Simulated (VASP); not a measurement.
A run of VASP 6.6.1:

Contents of INCAR:

```
SYSTEM = Ta3HC5
  PREC = Accurate
  ENCUT = 520
  EDIFF = 1E-7
  ISMEAR = 0
  SIGMA = 0.1
  LREAL = .FALSE.
  LASPH = .TRUE.
  NELM = 120
  ALGO = Normal
  ISIF = 2
  LWAVE = .FALSE.
  LCHARG = .FALSE.
  LDIPOL = .TRUE.
  IDIPOL = 3
  DIPOL = 0.5 0.5 0.488
  GGA = PS
  IBRION = 2
  NSW = 90
  EDIFFG = -0.03
  GGA_COMPAT = .FALSE.
  NELMIN = 4
  NELMDL = -8
```

Contents of KPOINTS:

```
Automatic mesh
0
G
  9 9 1
  0 0 0
```

File POSCAR:

```
Ta3HC5
1.0
    3.1393032032      0.0000000000      0.0000000000
   -1.5696516016      2.7187163241      0.0000000000
    0.0000000000      0.0000000000     27.7896909957
C Ta H
5 3 1
Selective dynamics
Direct
    0.3333333333      0.6666666667      0.3058688203  F F F
    0.0000000000      0.0000000000      0.3981055541  F F F
    0.6666666667      0.3333333333      0.4889488634  T T T
    0.3333333333      0.6666666667      0.5762143630  T T T
    0.8333333333      0.6666666667      0.6229943002  T T T
    0.6666666667      0.3333333333      0.3519871871  F F F
    0.3333333333      0.6666666667      0.4450846308  T T T
    0.0000000000      0.0000000000      0.5403194621  T T T
    0.8333333333      0.6666666667      0.6625773240  T T T
```

Potentials or basis: VASP PAW PBE potentials, release 64 (C, Ta_pv, H).

Run with:

```bash
$ cat potpaw_PBE.64/C/POTCAR potpaw_PBE.64/Ta_pv/POTCAR potpaw_PBE.64/H/POTCAR > POTCAR
$ mpirun -np 1 vasp_std > vasp.out
```

Hardware: 1 thread of Intel(R) Xeon(R) Platinum 8488C (Sapphire Rapids), on a shared host.

**Question.** Estimate the wall time of this run.

**Answer.** Run time: 100 min on 1 thread of Intel(R) Xeon(R) Platinum 8488C (Sapphire Rapids), on a shared host, peak memory 0.47 GiB. Counts: scf iterations 725, k points 25, ion steps 47.
